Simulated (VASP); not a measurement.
# Sn (P6/mmm) in VASP: further runs

Runs on Sn. Level: PBEsol. Tasks: single point, relaxation of cell and atoms.

Everything below comes from runs of VASP 6.6.1. Logs are shortened: lines on timing, memory, paths and dates and some standing lists are left out, and cuts for length are marked.

## Step 1: The cell of the first run

Symmetry: P6/mmm, No. 191, hexagonal system. The conventional cell has a = 2.975 Å, b = 2.975 Å, c = 2.767 Å, α = 90.00°, β = 90.00°, γ = 120.00°. Sn (site symmetry 6/mmm) has 8 Sn at 2.77 to 2.98 Å within 3.6 Å.

## Step 2: Single point, PBEsol

Input file INCAR:

```
PREC = Accurate ; ENCUT = 520
EDIFF = 1E-6 ; ISMEAR = -1
SIGMA = 0.05 ; LREAL = F
LASPH = T ; NELM = 60
ALGO = Normal ; ISIF = 2
LWAVE = F ; LCHARG = T
GGA = PS ; LELF = T
LVHAR = T ; NBANDS = 13
```

Input file KPOINTS:

```
regular mesh
0
Gamma
  14 14 13
```

Input file POSCAR:

```
Sn
1.0
    2.9751462757      0.0000000000      0.0000000000
   -1.4875731378      2.5765522548      0.0000000000
    0.0000000000      0.0000000000      2.7671055169
Sn
1
Direct
    0.0000000000      0.0000000000      0.0000000000
```

Potentials or basis: VASP PAW PBE potentials, release 64 (Sn_d).

On the command line:

```bash
> cat potpaw_PBE.64/Sn_d/POTCAR > POTCAR
> mpirun -np 1 vasp_std > vasp.out
```

OUTCAR:

```text
PREC = Accurate
   ENCUT = 520
   EDIFF = 1E-6
   ISMEAR = -1
   LREAL = F
   LASPH = T
   NELM = 60
   ISIF = 2
   GGA = PS

 ion  position               nearest neighbor table
   1  0.000  0.000  0.000-

  LATTYP: Found a hexagonal cell.
 ALAT       =     2.9751462757
 C/A-ratio  =     0.9300737713

  Lattice vectors:

 A1 = (   2.9751462757,   0.0000000000,   0.0000000000)
 A2 = (  -1.4875731378,   2.5765522548,   0.0000000000)
 A3 = (   0.0000000000,   0.0000000000,   2.7671055169)

Analysis of symmetry for initial positions (statically):
=====================================================================
 Subroutine PRICEL returns:
 Original cell was already a primitive cell.

 Routine SETGRP: Setting up the symmetry group for a
 hexagonal supercell.

 Subroutine GETGRP returns: Found 24 space group operations
 (whereof 24 operations were pure point group operations)
 out of a pool of 24 trial point group operations.

The static configuration has the point symmetry D_6h.

Analysis of symmetry for dynamics (positions and initial velocities):
=====================================================================
 Subroutine PRICEL returns:
 Original cell was already a primitive cell.

 Routine SETGRP: Setting up the symmetry group for a
 hexagonal supercell.

 Subroutine GETGRP returns: Found 24 space group operations
 (whereof 24 operations were pure point group operations)
 out of a pool of 24 trial point group operations.

The dynamic configuration has the point symmetry D_6h.

 Subroutine INISYM returns: Found 24 space group operations
 (whereof 24 operations are pure point group operations),
 and found     1 'primitive' translations

----------------------------------------------------------------------------------------

                                     Primitive cell

  volume of cell :      21.2116

  direct lattice vectors                    reciprocal lattice vectors
     2.975146276  0.000000000  0.000000000     0.336117927  0.194057776  0.000000000
    -1.487573138  2.576552255  0.000000000     0.000000000  0.388115552  0.000000000
     0.000000000  0.000000000  2.767105517     0.000000000  0.000000000  0.361388459

  length of vectors
     2.975146276  2.975146276  2.767105517     0.388115552  0.388115552  0.361388459

  position of ions in fractional coordinates (direct lattice)
     0.000000000  0.000000000  0.000000000

  ion indices of the primitive-cell ions
   primitive index   ion index
                 1           1

[... 78 lines left out ...]
   ISYM   =      2    0-nonsym 1-usesym 2-fastsym
   POTIM  = 0.5000    time-step for ionic-motion
   TEBEG  =    0.0;   TEEND  =   0.0 temperature during run
   PSTRESS=    0.0 pullay stress
   NELECT =      14.0000    total number of electrons
   NUPDOWN=      -1.0000    fix difference up-down
   EMIN   =  10.00;   EMAX   =-10.00  energy-range for DOS
   EFERMI =   0.00;   METHOD = LEGACY
   ISMEAR =    -1;   SIGMA  =   0.05  broadening in eV -4-tet -1-fermi 0-gaus
   EFERMI_NEDOS =   21; number of points for ismear=-14 and -15
   IALGO  =     38    algorithm
   IMIX   =      4    mixing-type and parameters
     AMIX     =   0.40;   BMIX     =  1.00
     AMIX_MAG =   1.60;   BMIX_MAG =  1.00
  volume/ion in A,a.u.               =      21.21       143.14
  Fermi-wavevector in a.u.,A,eV,Ry     =   1.425366  2.693552 27.642539  2.031669
  Thomas-Fermi vector in A             =   2.545758
   LORBIT       =      0    0 simple, 1 ext, 2 COOP (PROOUT), +10 PAW based schemes
   GGA     = PS    functional components
   LHFCALC =     F    Hartree Fock is set to
   AEXX    =    0.0000 exact exchange contribution
   IVDW    =     0    specifies the selected vdW correction
   LEPSILON=     F    determine dielectric tensor
   LRPA    =     F    only Hartree local field effects (RPA)
 non-spin polarized calculation
  energy-cutoff  :      520.00
  volume of cell :       21.21
 maximum number of plane-waves:       599
 NGX is ok and might be reduce to    24

 number of electron      14.0000001 magnetization

 Free energy of the ion-electron system (eV)
  ---------------------------------------------------
  ext. energy  EPLUGINS =         0.00000000
  ---------------------------------------------------
  free energy    TOTEN  =        -3.93637204 eV

  energy without entropy =       -3.93272730  energy(sigma->0) =       -3.93454967

 E-fermi :  11.4490     XC(G=0): -11.6717

 val. band max:       11.4324169081   @ k =   0.2143   0.2143   0.0000
 cond. band min:      11.4687300919   @ k =   0.2143   0.1429   0.1538
 fundamental gap:      0.0363131838
 Fermi energy:        11.4490049655

 k-point     1 :       0.0000    0.0000    0.0000
  band No.  band energies     occupation
      1     -10.9043      2.00000
      2     -10.4830      2.00000
      3     -10.4830      2.00000
      4     -10.0589      2.00000
      5     -10.0589      2.00000
      6      -1.9938      2.00000
      7      17.8185      0.00000
      8      19.9429      0.00000
      9      19.9429      0.00000
     10      21.6089      0.00000
     11      22.2769      0.00000
     12      24.6439      0.00000
     13      24.6439      0.00000
[... 354 lines left out ...]
  band No.  band energies     occupation
      1     -10.6764      2.00000
      2     -10.3670      2.00000
      3     -10.2616      2.00000
      4     -10.1978      2.00000
      5     -10.1702      2.00000
      6       4.7473      2.00000
      7       6.7772      2.00000
      8       8.2452      2.00000
      9      24.1594      0.00000
     10      25.5847      0.00000
     11      26.4228      0.00000
     12      27.6964      0.00000
     13      28.0545      0.00000

 [... further k-points ...]

------------------------ aborting loop because EDIFF is reached ----------------------------------------

  FORCE on cell =-STRESS in cart. coord.  units (eV):
  Direction    XX          YY          ZZ          XY          YZ          ZX
  --------------------------------------------------------------------------------------
  -------------------------------------------------------------------------------------
  Total        3.0377834      3.0377834      3.0288438      0.0000000      0.0000000      0.0000000
  in kB      229.4533432    229.4533432    228.7781079      0.0000000      0.0000000      0.0000000
  external PRESSURE =     229.2282648 kB  Pullay stress =       0.0000000 kB

 VOLUME and BASIS-vectors are now :
 -----------------------------------------------------------------------------
  energy-cutoff  :      520.00
  volume of cell :       21.21
      direct lattice vectors                 reciprocal lattice vectors
     2.975146276  0.000000000  0.000000000     0.336117927  0.194057776  0.000000000
    -1.487573138  2.576552255  0.000000000     0.000000000  0.388115552  0.000000000
     0.000000000  0.000000000  2.767105517     0.000000000  0.000000000  0.361388459

 POSITION                                       TOTAL-FORCE (eV/Angst)
 -----------------------------------------------------------------------------------
      0.00000      0.00000      0.00000         0.000000      0.000000      0.000000
 -----------------------------------------------------------------------------------
    total drift:                                0.000000      0.000000     -0.000000

  FREE ENERGIE OF THE ION-ELECTRON SYSTEM (eV)
  ---------------------------------------------------
  free  energy   TOTEN  =        -3.9363720425 eV

  energy  without entropy=       -3.9327273021  energy(sigma->0) =       -3.93454967
```

stdout:

```text
POSCAR found type information on POSCAR Sn
 POSCAR found :  1 types and       1 ions
 scaLAPACK will be used
 -----------------------------------------------------------------------------
|                                                                             |
|                                                                             |
|     You enforced a specific xc type in the INCAR file but a different       |
|     I HOPE YOU KNOW WHAT YOU ARE DOING!                                     |
|                                                                             |
 -----------------------------------------------------------------------------

 LDA part: xc-table for (Slater+PW92), standard interpolation
 POSCAR, INCAR and KPOINTS ok, starting setup
 FFT: planning ... GRIDC
 FFT: planning ... GRID_SOFT
 FFT: planning ... GRID
 WAVECAR not read
 entering main loop
```

Wall time 19 s (1 thread of AMD EPYC 9R45 (Zen 5), shared host); peak memory 0.14 GiB.

What came out:

- Free energy: -3.9364 eV
- Pressure: 22.9 GPa
- Band gap on the k mesh: zero (band 7 reaches 17.96 eV, above the bottom of band 8 at 8.25 eV)

Caveat: the PAW data sets were made with another functional, which shifts forces and pressure a little; spin-orbit coupling is left out, which moves the levels of the heavy elements.

## Step 3: Single point, PBEsol

This run uses another cell than the first one: it holds 3 atoms, not 1.

Input file INCAR:

```
ALGO = Normal
EDIFF = 1E-6
ENCUT = 520
GGA = PS
ISIF = 2
ISMEAR = -1
LASPH = True
LCHARG = True
LELF = True
LREAL = False
LVHAR = True
LWAVE = False
NBANDS = 28
NELM = 100
PREC = Accurate
SIGMA = 0.05
```

Input file KPOINTS:

```
k-points
0
Gamma
  7 7 10
```

Input file POSCAR:

```
Sn
1.0
    4.9344297802      0.0000000000      0.0000000000
   -2.4672148901      4.2733415428      0.0000000000
    0.0000000000      0.0000000000      2.9566206537
Sn
3
Direct
    0.0000000000      0.0000000000      0.0000000000
    0.3333333333      0.6666666667      0.5000000000
    0.6666666667      0.3333333333      0.5000000000
```

Potentials or basis: VASP PAW PBE potentials, release 64 (Sn_d).

On the command line:

```bash
> cat potpaw_PBE.64/Sn_d/POTCAR > POTCAR
> mpirun -np 1 vasp_std > vasp.out
```

It took 44 s on 1 thread of AMD EPYC 9R45 (Zen 5), shared host; peak memory 0.18 GiB.

It converged, with:

| Quantity | Value |
| --- | --- |
| Free energy | -11.7283 eV |
| Pressure | 23.0 GPa |
| Band gap on the k mesh | zero (band 21 reaches 13.91 eV, above the bottom of band 22 at 8.13 eV) |

Levels at points of the mesh, in eV from the Fermi level:
| k point | band 17 | band 18 | band 19 | band 20 | band 21 | band 22 | band 23 | band 24 | band 25 | band 26 |
| --- | --- | --- | --- | --- | --- | --- | --- | --- | --- | --- |
| (0.00, 0.00, 0.00) | -5.65 | -5.36 | -3.69 | -3.69 | -3.60 | -3.60 | 3.75 | 7.80 | 10.53 | 10.53 |
| (0.00, 0.00, 0.50) | -8.14 | -1.18 | -0.94 | -0.94 | -0.89 | -0.88 | -0.78 | 0.52 | 0.52 | 1.81 |

Caveat: the PAW data sets were made with another functional, which shifts forces and pressure a little; spin-orbit coupling is left out, which moves the levels of the heavy elements.

## Step 4: Single point, PBEsol

This run uses another cell than the first one: it holds 3 atoms, not 1.

Input file INCAR:

```
  PREC = Accurate
  ENCUT = 520
  EDIFF = 1E-6
  ISMEAR = -1
  SIGMA = 0.05
  LREAL = False
  LASPH = True
  NELM = 80
  ALGO = Normal
  ISIF = 2
  LWAVE = False
  LCHARG = False
  GGA = PS
  NBANDS = 28
```

Input file KPOINTS:

```
regular mesh
0
Gamma
  7 7 10
```

Input file POSCAR:

```
Sn
1.0
    4.9339645518      0.0000000000      0.0000000000
   -2.4669822759      4.2729386432      0.0000000000
    0.0000000000      0.0000000000      2.9565029922
Sn
3
Direct
    0.0000000000      0.0000000000      0.0000000000
    0.3333333333      0.6666666667      0.5000000000
    0.6666666667      0.3333333333      0.5000000000
```

On the command line:

```bash
> cat potpaw_PBE.64/Sn_d/POTCAR > POTCAR
> mpirun -np 1 vasp_std > vasp.out
```

Run time: 41 s. Hardware: 1 thread of AMD EPYC 9R45 (Zen 5), shared host; peak memory 0.18 GiB.

It converged, with:

```
Free energy            : -11.7262 eV
Pressure               : 23.0 GPa
Band gap on the k mesh : zero (band 21 reaches 13.92 eV, above the bottom of band 22 at 8.14 eV)
```

Levels at points of the mesh, in eV from the Fermi level:
```tsv
k point	band 17	band 18	band 19	band 20	band 21	band 22	band 23	band 24	band 25	band 26
(0.00, 0.00, 0.00)	-5.65	-5.36	-3.69	-3.69	-3.60	-3.60	3.75	7.80	10.53	10.53
(0.00, 0.00, 0.50)	-8.14	-1.18	-0.95	-0.95	-0.89	-0.88	-0.78	0.52	0.52	1.81
```

Caveat: the PAW data sets were made with another functional, which shifts forces and pressure a little; spin-orbit coupling is left out, which moves the levels of the heavy elements.

## Step 5: Relaxation of cell and atoms, PBEsol, target pressure 23 GPa, at which the enthalpy is minimised

This run uses another cell than the first one: it holds 3 atoms, not 1.

Input file INCAR:

```
SYSTEM = Sn
PREC     = Accurate       ! precision mode
ENCUT    = 600            ! plane-wave cutoff, eV
EDIFF    = 1E-6           ! SCF threshold, eV
ISMEAR   = -1             ! smearing method
SIGMA    = 0.05           ! smearing width, eV
LREAL    = .False.        ! projectors in reciprocal space
LASPH    = .True.         ! aspherical terms in the spheres
NELM     = 80             ! most SCF steps
ALGO     = Normal         ! electronic algorithm
ISIF     = 3              ! what is computed and relaxed
LWAVE    = .False.        ! write WAVECAR
LCHARG   = .False.        ! write CHGCAR
GGA      = PS             ! functional
IBRION   = 2              ! ionic algorithm
NSW      = 60             ! ionic steps
EDIFFG   = -0.005         ! ionic threshold
PSTRESS  = 230.0
```

Input file KPOINTS:

```
Automatic mesh
0
Gamma
  7 7 10
  0 0 0
```

Input file POSCAR:

```
Sn
1.0
    4.8710244285      0.0000000000      0.0000000000
   -2.4355122142      4.2184308975      0.0000000000
    0.0000000000      0.0000000000      3.0200351456
Sn
3
Direct
    0.0000000000      0.0000000000      0.0000000000
    0.3333333333      0.6666666667      0.5000000000
    0.6666666667      0.3333333333      0.5000000000
```

Potentials or basis: VASP PAW PBE potentials, release 64 (Sn_d).

On the command line:

```bash
> cat potpaw_PBE.64/Sn_d/POTCAR > POTCAR
> mpirun -np 1 vasp_std > vasp.out
```

OUTCAR:

```text
SYSTEM = Sn
   PREC = Accurate
   ENCUT = 600
   EDIFF = 1E-6
   ISMEAR = -1
   LREAL = .False.
   LASPH = .True.
   NELM = 80
   ISIF = 3
   GGA = PS
   IBRION = 2
   NSW = 60
   EDIFFG = -0.005
   PSTRESS = 230.0

 ion  position               nearest neighbor table
   1  0.000  0.000  0.000-   2 3.19   3 3.19   2 3.19   3 3.19   2 3.19   2 3.19   3 3.19   3 3.19
                             3 3.19   3 3.19   2 3.19   2 3.19
   2  0.333  0.667  0.500-   3 2.81   3 2.81   3 2.81   1 3.19   1 3.19   1 3.19   1 3.19   1 3.19
                             1 3.19
   3  0.667  0.333  0.500-   2 2.81   2 2.81   2 2.81   1 3.19   1 3.19   1 3.19   1 3.19   1 3.19
                             1 3.19

  LATTYP: Found a hexagonal cell.
 ALAT       =     4.8710244285
 C/A-ratio  =     0.6200000000

  Lattice vectors:

 A1 = (   4.8710244285,   0.0000000000,   0.0000000000)
[... 381 lines left out ...]
  ext. energy  EPLUGINS =         0.00000000
  ---------------------------------------------------
  free energy    TOTEN  =       -11.72915192 eV

  energy without entropy =      -11.71909191  energy(sigma->0) =      -11.72412191

 E-fermi :  11.7274     XC(G=0): -11.8228

 val. band max:       11.7140130005   @ k =   0.2857   0.0000   0.5000
 cond. band min:      11.8153535711   @ k =   0.1429  -0.0000   0.3000
 fundamental gap:      0.1013405706
 Fermi energy:        11.7274370893

 k-point     1 :       0.0000    0.0000    0.0000
  band No.  band energies     occupation
      1     -10.3205      2.00000
      2     -10.1767      2.00000
      3     -10.0507      2.00000
      4     -10.0507      2.00000
      5     -10.0285      2.00000
      6      -9.9914      2.00000
[... 661 lines left out ...]
     24      14.2028      0.00000
     25      17.4236      0.00000

 [... further k-points ...]

------------------------ aborting loop because EDIFF is reached ----------------------------------------

  FORCE on cell =-STRESS in cart. coord.  units (eV):
  Direction    XX          YY          ZZ          XY          YZ          ZX
  --------------------------------------------------------------------------------------
  -------------------------------------------------------------------------------------
  Total        8.9596045      8.9596045      8.9437200      0.0000000     -0.0000000      0.0000000
  in kB      230.2485824    230.2485824    229.8403740      0.0000000     -0.0000000      0.0000000
  external PRESSURE =       0.1125129 kB  Pullay stress =     230.0000000 kB
[... 22 lines left out ...]
  energy  without entropy=      -11.7190919068  energy(sigma->0) =      -11.72412191

  enthalpy is  TOTEN    =        -2.7792204253 eV   P V=        8.9499314967

 reached required accuracy - stopping structural energy minimisation
```

OSZICAR:

```text
N       E                     dE             d eps       ncg     rms          rms(c)
DAV:   1     0.373856354099E+03    0.37386E+03   -0.23922E+04  2408   0.316E+03
DAV:   2     0.285652850541E+02   -0.34529E+03   -0.34252E+03  2408   0.581E+02
DAV:   3    -0.104636705550E+02   -0.39029E+02   -0.38663E+02  2773   0.187E+02
DAV:   4    -0.117619761766E+02   -0.12983E+01   -0.12928E+01  2916   0.376E+01
[... 85 lines left out ...]
  11 F= -.27792201E+01 E0= -.27741903E+01  d E =-.501374E-07
       N       E                     dE             d eps       ncg     rms          rms(c)
DAV:   1    -0.117291536808E+02    0.56961E-03   -0.38766E-05  2461   0.101E-01    0.717E-03
DAV:   2    -0.117291521563E+02    0.15245E-05   -0.24952E-06  1393   0.278E-02    0.326E-03
DAV:   3    -0.117291519220E+02    0.23431E-06   -0.10659E-06  1220   0.164E-02
  12 F= -.27792204E+01 E0= -.27741904E+01  d E =-.397317E-06
```

It took 6 min on 1 thread of Intel Xeon Platinum 8259CL at 2.50GHz (Skylake/Cascade Lake), shared host; peak memory 0.24 GiB.

What came out:

```yaml
Free_energy: -11.7292 eV
Relaxed_volume: 20.78 Å³/atom
Relaxed_cell: a = 4.934 Å, b = 4.934 Å, c = 2.957 Å, α = 90.00°, β = 90.00°, γ = 120.00°
Space_group_after_relaxing_to_0.05_Å: P6/mmm (No. 191)
Energy_change_on_relaxing_the_enthalpy_is_what_falls: -21.9 meV/atom
Ionic_steps: 12
Pressure_after_relaxing: 23.0 GPa
Band_gap_on_the_k_mesh: zero (band 21 reaches 13.91 eV, above the bottom of band 22 at 8.13 eV)
```

The path:
```tsv
step	energy change (eV)	largest force (eV/Å)	pressure (GPa)	volume (Å³)
1	0.0000	0.0000	24.04	62.06
2	-0.1888	0.0000	20.87	63.25
3	-0.1609	0.0000	21.38	63.05
4	0.0186	0.0000	24.25	61.83
5	-0.0911	0.0000	22.53	62.53
6	-0.0896	0.0000	22.56	62.51
7	-0.0384	0.0000	23.52	62.16
8	-0.0648	0.0000	22.97	62.34
9	-0.0642	0.0000	23.05	62.34
10	-0.0700	0.0000	22.90	62.38
11	-0.0661	0.0000	22.97	62.35
12	-0.0656	0.0000	23.01	62.35
```

Final structure:
```
Sn
1.0
     4.93388    0.00000    0.00000
    -2.46694    4.27286    0.00000
     0.00000    0.00000    2.95730
Sn
3
Direct
  0.00000 0.00000 0.00000
  0.33333 0.66667 0.50000
  0.66667 0.33333 0.50000
```

Caveat: the cell is relaxed towards a set pressure, so the enthalpy falls and the energy may rise; the PAW data sets were made with another functional, which shifts forces and pressure a little; spin-orbit coupling is left out, which moves the levels of the heavy elements.

(Continued in part 2 of 2.)
